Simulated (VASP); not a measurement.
Set up this calculation in VASP 6.6.1, as the native input.

- Task: relaxation of shape and atoms at fixed volume
- Functional: PBE
- Potentials or basis: VASP PAW PBE potentials, release 64 (Cd, S)
- Cutoff: 600 eV
- k mesh: 9 × 9 × 4
- Occupations: gaussian, width 0.02 eV
- Spin: no spin polarisation
- Dipole correction: no
- Further INCAR settings: ALGO = Normal; EDIFF = 1e-07; IBRION = 2; EDIFFG = -0.01; NSW = 50; ISIF = 4

The structure of CdS (Greenockite) lies in POSCAR:

```
CdS
1.0
    4.1108928953      0.0000000000      0.0000000000
   -2.0554464477      3.5601376796      0.0000000000
    0.0000000000      0.0000000000      6.6894381190
Cd S
2 2
Direct
    0.3333333333      0.6666666667     -0.0007922000
    0.6666666667      0.3333333333      0.4992078000
    0.3333333333      0.6666666667      0.3757922000
    0.6666666667      0.3333333333      0.8757922000
```

This cell differs from its parent crystal: volume scaled by 0.94.

These files were run (other wordings do the same):

INCAR

```
SYSTEM = CdS
  PREC = Accurate
  ENCUT = 600
  EDIFF = 1E-7
  ISMEAR = 0
  SIGMA = 0.02
  LREAL = .FALSE.
  LASPH = .TRUE.
  NELM = 100
  ALGO = Normal
  ISIF = 4
  LWAVE = .FALSE.
  LCHARG = .FALSE.
  GGA = PE
  IBRION = 2
  NSW = 50
  EDIFFG = -0.01
```

KPOINTS

```
regular mesh
0
G
  9 9 4
  0 0 0
```

Potentials or basis: VASP PAW PBE potentials, release 64 (Cd, S).

Launch:

```console
$ cat potpaw_PBE.64/Cd/POTCAR potpaw_PBE.64/S/POTCAR > POTCAR
$ mpirun -np 1 vasp_std > vasp.out
```

It gave:

```json
{"Pressure after relaxing": "4.1 GPa", "Largest force after relaxing": "0.005 eV/Å", "Band gap on the k mesh": "1.26 eV, direct"}
```

Caveat: the relaxation stopped at its first step, so nothing moved.

Wall time 48 s on 1 thread of Intel(R) Xeon(R) 6975P-C (Granite Rapids) (shared host), peak memory 0.29 GiB.
